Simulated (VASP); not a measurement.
# FePt (P4/mmm) in VASP: further runs

FePt is run at these levels: LDA; tasks: single point.

All numbers are computed with VASP 6.6.1; they aren't measurements. Logs are shortened: lines on timing, memory, paths and dates and some standing lists are left out, and cuts for length are marked.

## Step 1: The cell of the first run

The structure is tetragonal, space group P4/mmm (No. 123). The conventional cell has a = 2.658 Å, b = 2.658 Å, c = 3.686 Å, α = 90.00°, β = 90.00°, γ = 90.00°. Fe (site symmetry 4/mmm) has 8 Pt at 2.63 Å and 4 Fe at 2.66 Å within 3.5 Å. Within 3.5 Å of Pt (site symmetry 4/mmm) lie 8 Fe at 2.63 Å and 4 Pt at 2.66 Å.

## Step 2: Single point, LDA, collinear spin, ferromagnetic start

The input, INCAR:

```
  PREC = Accurate
  ENCUT = 520
  EDIFF = 1E-6
  ISMEAR = -1
  SIGMA = 0.05
  LREAL = False
  LASPH = True
  NELM = 150
  ALGO = Normal
  ISIF = 2
  LWAVE = False
  LCHARG = False
  ISPIN = 2
  MAGMOM = 2.7 0.4
  LORBIT = 11
  LMAXMIX = 4
  NBANDS = 20
```

The input, KPOINTS:

```
Automatic mesh
0
Gamma
  14 14 10
```

The input, POSCAR:

```
FePt
1.0
    2.6577955508      0.0000000000      0.0000000000
    0.0000000000      2.6577955508      0.0000000000
    0.0000000000      0.0000000000      3.6856156822
Fe Pt
1 1
Direct
    0.0000000000      0.0000000000      0.0000000000
    0.5000000000      0.5000000000      0.5000000000
```

Potentials or basis: VASP PAW LDA potentials, release 64 (Fe, Pt).

On the command line:

```console
$ cat potpaw_LDA.64/Fe/POTCAR potpaw_LDA.64/Pt/POTCAR > POTCAR
$ mpirun -np 1 vasp_std > vasp.out
```

OUTCAR:

```text
PREC = Accurate
   ENCUT = 520
   EDIFF = 1E-6
   ISMEAR = -1
   LREAL = False
   LASPH = True
   NELM = 150
   ISIF = 2
   ISPIN = 2
   LORBIT = 11

 ion  position               nearest neighbor table
   1  0.000  0.000  0.000-   2 2.63   2 2.63   2 2.63   2 2.63   2 2.63   2 2.63   2 2.63   2 2.63

   2  0.500  0.500  0.500-   1 2.63   1 2.63   1 2.63   1 2.63   1 2.63   1 2.63   1 2.63   1 2.63

  LATTYP: Found a simple tetragonal cell.
 ALAT       =     2.6577955508
 C/A-ratio  =     1.3867190353

  Lattice vectors:

 A1 = (   2.6577955508,   0.0000000000,   0.0000000000)
 A2 = (   0.0000000000,   2.6577955508,   0.0000000000)
 A3 = (   0.0000000000,   0.0000000000,   3.6856156822)

Analysis of symmetry for initial positions (statically):
=====================================================================
 Subroutine PRICEL returns:
 Original cell was already a primitive cell.

 Routine SETGRP: Setting up the symmetry group for a
 simple tetragonal supercell.

 Subroutine GETGRP returns: Found 16 space group operations
 (whereof 16 operations were pure point group operations)
 out of a pool of 16 trial point group operations.

The static configuration has the point symmetry D_4h.

Analysis of symmetry for dynamics (positions and initial velocities):
=====================================================================
 Subroutine PRICEL returns:
 Original cell was already a primitive cell.

 Routine SETGRP: Setting up the symmetry group for a
 simple tetragonal supercell.

 Subroutine GETGRP returns: Found 16 space group operations
 (whereof 16 operations were pure point group operations)
 out of a pool of 16 trial point group operations.

The dynamic configuration has the point symmetry D_4h.

Analysis of structural, dynamic, and magnetic symmetry:
=====================================================================
 Subroutine PRICEL returns:
 Original cell was already a primitive cell.

 Routine SETGRP: Setting up the symmetry group for a
 simple tetragonal supercell.

 Subroutine GETGRP returns: Found 16 space group operations
 (whereof 16 operations were pure point group operations)
 out of a pool of 16 trial point group operations.

The overall configuration has the point symmetry D_4h.

 Subroutine INISYM returns: Found 16 space group operations
 (whereof 16 operations are pure point group operations),
 and found     1 'primitive' translations

----------------------------------------------------------------------------------------

                                     Primitive cell

  volume of cell :      26.0347

  direct lattice vectors                    reciprocal lattice vectors
     2.657795551  0.000000000  0.000000000     0.376251665  0.000000000  0.000000000
     0.000000000  2.657795551  0.000000000     0.000000000  0.376251665  0.000000000
     0.000000000  0.000000000  3.685615682     0.000000000  0.000000000  0.271325088

  length of vectors
     2.657795551  2.657795551  3.685615682     0.376251665  0.376251665  0.271325088

  position of ions in fractional coordinates (direct lattice)
     0.000000000  0.000000000  0.000000000
     0.500000000  0.500000000  0.500000000

  ion indices of the primitive-cell ions
   primitive index   ion index
                 1           1
                 2           2

----------------------------------------------------------------------------------------

 KPOINTS: Automatic mesh

Automatic generation of k-mesh.
 Grid dimensions read from file:
 generate k-points for:   14   14   10

 Generating k-lattice:

  Cartesian coordinates                     Fractional coordinates (reciprocal lattice)
     0.026875119  0.000000000  0.000000000     0.071428571  0.000000000  0.000000000
     0.000000000  0.026875119  0.000000000     0.000000000  0.071428571  0.000000000
     0.000000000  0.000000000  0.027132509     0.000000000  0.000000000  0.100000000

  Length of vectors
     0.026875119  0.026875119  0.027132509

  Shift w.r.t. Gamma in fractional coordinates (k-lattice)
     0.000000000  0.000000000  0.000000000

 Subroutine IBZKPT returns following result:
 ===========================================

 Found    216 irreducible k-points:

 Following reciprocal coordinates:
            Coordinates               Weight
  0.000000  0.000000  0.000000      1.000000
  0.071429  0.000000  0.000000      4.000000
  0.142857  0.000000  0.000000      4.000000
  0.214286  0.000000  0.000000      4.000000
  0.285714  0.000000  0.000000      4.000000
  0.357143  0.000000  0.000000      4.000000
[... 16 lines left out ...]
  0.285714  0.214286  0.000000      8.000000
  0.357143  0.214286  0.000000      8.000000
 [... further k-points ...]
   k-points           NKPTS =    216   k-points in BZ     NKDIM =    216   number of bands    NBANDS=     20
   number of dos      NEDOS =    301   number of ions     NIONS =      2
   total plane-waves  NPLWV =  11200
   dimension x,y,z NGX =    20 NGY =   20 NGZ =   28
   dimension x,y,z NGXF=    40 NGYF=   40 NGZF=   56
   ions per type =               1   1
   NGX,Y,Z   is equivalent  to a cutoff of  12.51, 12.51, 12.63 a.u.
   NGXF,Y,Z  is equivalent  to a cutoff of  25.02, 25.02, 25.26 a.u.
 SYSTEM =  unknown system
   PREC   = accura    normal or accurate (medium, high low for compatibility)
   ISTART =      0    job   : 0-new  1-cont  2-samecut
   ICHARG =      2    charge: 1-file 2-atom 10-const
   ISPIN  =      2    spin polarized calculation?
   LNONCOLLINEAR =      F non collinear calculations
   LSORBIT =      F    spin-orbit coupling
   LASPH  =      T    aspherical Exc in radial PAW
   ENCUT  =  520.0 eV  38.22 Ry    6.18 a.u.   4.94  4.94  6.85*2*pi/ulx,y,z
   NELM   =    150;   NELMIN=  2; NELMDL= -5     # of ELM steps
   EDIFF  = 0.1E-05   stopping-criterion for ELM
   LREAL  =      F    real-space projection
   EDIFFG = 0.1E-04   stopping-criterion for IOM
   NSW    =      0    number of steps for IOM
   IBRION =     -1    ionic relax: 0-MD 1-quasi-New 2-CG
   NFREE  =      0    steps in history (QN), initial steepest desc. (CG)
   ISIF   =      2    stress and relaxation
   ISYM   =      2    0-nonsym 1-usesym 2-fastsym
   POTIM  = 0.5000    time-step for ionic-motion
   TEBEG  =    0.0;   TEEND  =   0.0 temperature during run
   PSTRESS=    0.0 pullay stress
   NELECT =      18.0000    total number of electrons
   NUPDOWN=      -1.0000    fix difference up-down
   EMIN   =  10.00;   EMAX   =-10.00  energy-range for DOS
   EFERMI =   0.00;   METHOD = LEGACY
   ISMEAR =    -1;   SIGMA  =   0.05  broadening in eV -4-tet -1-fermi 0-gaus
   EFERMI_NEDOS =   21; number of points for ismear=-14 and -15
   IALGO  =     38    algorithm
   IMIX   =      4    mixing-type and parameters
     AMIX     =   0.40;   BMIX     =  1.00
     AMIX_MAG =   1.60;   BMIX_MAG =  1.00
  volume/ion in A,a.u.               =      13.02        87.85
  Fermi-wavevector in a.u.,A,eV,Ry     =   1.447598  2.735563 28.511547  2.095540
  Thomas-Fermi vector in A             =   2.565535
   LORBIT       =     11    0 simple, 1 ext, 2 COOP (PROOUT), +10 PAW based schemes
   GGA     = CA    functional components
   LHFCALC =     F    Hartree Fock is set to
   AEXX    =    0.0000 exact exchange contribution
   IVDW    =     0    specifies the selected vdW correction
   LEPSILON=     F    determine dielectric tensor
   LRPA    =     F    only Hartree local field effects (RPA)
 spin polarized calculation
  energy-cutoff  :      520.00
  volume of cell :       26.03
 maximum number of plane-waves:       720
 NGX is ok and might be reduce to    20
   NGX =  9   NGY =  9   NGZ = 13

 number of electron      18.0000013 magnetization       3.0177190

 Free energy of the ion-electron system (eV)
  ---------------------------------------------------
  ext. energy  EPLUGINS =         0.00000000
  ---------------------------------------------------
  free energy    TOTEN  =       -17.01703563 eV

  energy without entropy =      -17.00451440  energy(sigma->0) =      -17.01077501

 E-fermi :   9.3179     XC(G=0): -13.6404

 val. band max:        9.3178379797   @ k =   0.5000   0.3571   0.1000
 cond. band min:       9.3205233726   @ k =   0.4286   0.0714   0.4000
 fundamental gap:      0.0026853929
 Fermi energy:         9.3179279112

 spin component 1

 k-point     1 :       0.0000    0.0000    0.0000
  band No.  band energies     occupation
      1      -0.7370      1.00000
      2       2.5870      1.00000
      3       2.6518      1.00000
      4       5.9092      1.00000
      5       5.9092      1.00000
      6       6.4876      1.00000
[... 12 lines left out ...]
     19      31.3715      0.00000
     20      31.3715      0.00000
[... 507 lines left out ...]
 k-point    24 :       0.3571    0.2143    0.0000
  band No.  band energies     occupation
      1       2.7349      1.00000
      2       3.9197      1.00000
      3       4.0797      1.00000
      4       4.7834      1.00000
      5       5.0094      1.00000
      6       6.4712      1.00000
[... 12 lines left out ...]
     19      30.6385      0.00000
     20      32.4762      0.00000

 [... further k-points ...]

 spin component 2

 k-point     1 :       0.0000    0.0000    0.0000
  band No.  band energies     occupation
      1      -0.5139      1.00000
      2       2.9556      1.00000
      3       3.0638      1.00000
      4       6.7835      1.00000
      5       6.7835      1.00000
      6       8.3363      1.00000
[... 12 lines left out ...]
     19      31.5651      0.00000
     20      31.5651      0.00000
[... 507 lines left out ...]
 k-point    24 :       0.3571    0.2143    0.0000
  band No.  band energies     occupation
      1       3.0626      1.00000
      2       4.4410      1.00000
      3       4.5693      1.00000
      4       5.3059      1.00000
      5       5.5257      1.00000
      6       7.2391      1.00000
[... 12 lines left out ...]
     19      31.0161      0.00000
     20      33.0114      0.00000

 [... further k-points ...]

------------------------ aborting loop because EDIFF is reached ----------------------------------------

  FORCE on cell =-STRESS in cart. coord.  units (eV):
  Direction    XX          YY          ZZ          XY          YZ          ZX
  --------------------------------------------------------------------------------------
  -------------------------------------------------------------------------------------
  Total       -0.0624210     -0.0624210     -0.0275895      0.0000000      0.0000000      0.0000000
  in kB       -3.8413865     -3.8413865     -1.6978555      0.0000000      0.0000000      0.0000000
  external PRESSURE =      -3.1268762 kB  Pullay stress =       0.0000000 kB

 VOLUME and BASIS-vectors are now :
 -----------------------------------------------------------------------------
  energy-cutoff  :      520.00
  volume of cell :       26.03
      direct lattice vectors                 reciprocal lattice vectors
     2.657795551  0.000000000  0.000000000     0.376251665  0.000000000  0.000000000
     0.000000000  2.657795551  0.000000000     0.000000000  0.376251665  0.000000000
     0.000000000  0.000000000  3.685615682     0.000000000  0.000000000  0.271325088

 POSITION                                       TOTAL-FORCE (eV/Angst)
 -----------------------------------------------------------------------------------
      0.00000      0.00000      0.00000         0.000000      0.000000      0.000000
      1.32890      1.32890      1.84281         0.000000      0.000000      0.000000
 -----------------------------------------------------------------------------------
    total drift:                               -0.000000      0.000000      0.000000

  FREE ENERGIE OF THE ION-ELECTRON SYSTEM (eV)
  ---------------------------------------------------
  free  energy   TOTEN  =       -17.0170356319 eV

  energy  without entropy=      -17.0045143969  energy(sigma->0) =      -17.01077501

 total charge

# of ion       s       p       d       tot
------------------------------------------
    1        0.431   0.497   6.216   7.144
    2        0.745   0.734   8.087   9.566
--------------------------------------------------
tot          1.176   1.231  14.304  16.710

 magnetization (x)

# of ion       s       p       d       tot
------------------------------------------
    1       -0.000  -0.001   2.652   2.651
    2       -0.022  -0.055   0.390   0.313
--------------------------------------------------
tot         -0.022  -0.057   3.042   2.963
```

Run time: 4.9 min. Hardware: 1 thread of Intel Xeon 8259CL, shared host; peak memory 0.28 GiB.

Results:

```
Free energy                                           : -17.0170 eV
Pressure                                              : -0.3 GPa
Net moment                                            : 3.02 μB per cell
Site moments                                          : Fe +2.65; Pt +0.31 μB
Valence electrons inside the program's atomic spheres : Fe 7.14; Pt 9.57
```

Caveat: spin-orbit coupling is left out, which moves the levels of the heavy elements.

## Step 3: Single point, LDA, collinear spin, ferromagnetic start

The input, INCAR:

```
SYSTEM = FePt
PREC = Accurate ; ENCUT = 520
EDIFF = 1E-6 ; ISMEAR = -1
SIGMA = 0.05 ; LREAL = .FALSE.
LASPH = .TRUE. ; NELM = 150
ALGO = Normal ; ISIF = 2
LWAVE = .FALSE. ; LCHARG = .FALSE.
ISPIN = 2 ; MAGMOM = 2.7 0.4
LORBIT = 11 ; LMAXMIX = 4
NBANDS = 20
```

The input, KPOINTS:

```
regular mesh
0
G
  14 14 10
  0 0 0
```

POSCAR is that of step 2.

Potentials or basis: VASP PAW LDA potentials, release 64 (Fe, Pt).

On the command line:

```console
$ cat potpaw_LDA.64/Fe/POTCAR potpaw_LDA.64/Pt/POTCAR > POTCAR
$ mpirun -np 1 vasp_std > vasp.out
```

It took 4.3 min on 1 thread of Intel Xeon 8259CL, shared host; peak memory 0.28 GiB.

It converged, with:

- Free energy: -17.0170 eV
- Pressure: -0.3 GPa
- Net moment: 3.02 μB per cell
- Site moments: Fe +2.65; Pt +0.31 μB
- Valence electrons inside the program's atomic spheres: Fe 7.14; Pt 9.57

Stress tensor (GPa, compression positive):
```
-0.38  0.00  0.00
 0.00 -0.38  0.00
 0.00  0.00 -0.17
```

Levels at points of the mesh, in eV from the Fermi level:
Spin up:
```csv
k point,band 8,band 9,band 10,band 11,band 12,band 13,band 14,band 15
"(0.00, 0.00, 0.00)",-1.64,-0.29,-0.06,-0.06,2.14,10.31,12.25,12.25
"(0.50, 0.00, 0.00)",-2.14,-1.77,-1.63,0.66,2.43,10.76,10.97,13.07
"(0.50, 0.50, 0.00)",-0.12,-0.12,0.82,1.76,1.76,8.47,11.02,11.08
"(0.00, 0.00, 0.50)",-2.21,-1.96,-1.96,-1.36,-0.73,15.89,16.23,16.82
"(0.50, 0.00, 0.50)",-0.63,-0.57,-0.54,-0.22,-0.13,5.33,7.47,16.29
"(0.50, 0.50, 0.50)",-1.83,-0.56,0.83,7.27,7.27,8.31,8.95,9.00
```
Spin down:
```tsv
k point	band 4	band 5	band 6	band 7	band 8	band 9	band 10	band 11	band 12	band 13
(0.00, 0.00, 0.00)	-2.53	-2.53	-0.98	-0.74	0.36	1.56	1.73	1.73	2.43	11.06
(0.50, 0.00, 0.00)	-3.59	-2.63	-1.42	-1.41	-1.16	0.29	0.63	2.70	2.73	11.51
(0.50, 0.50, 0.00)	-5.10	1.09	1.22	1.55	1.78	1.78	1.86	2.04	2.04	9.21
(0.00, 0.00, 0.50)	-2.78	-1.97	-1.97	-1.60	-0.52	-0.16	0.36	0.36	1.27	16.45
(0.50, 0.00, 0.50)	-3.13	-2.39	-0.68	-0.38	-0.34	0.98	1.48	1.53	1.58	6.19
(0.50, 0.50, 0.50)	-2.30	-1.60	-1.55	-1.55	0.52	1.09	1.86	8.00	8.00	9.25
```

Caveat: spin-orbit coupling is left out, which moves the levels of the heavy elements.
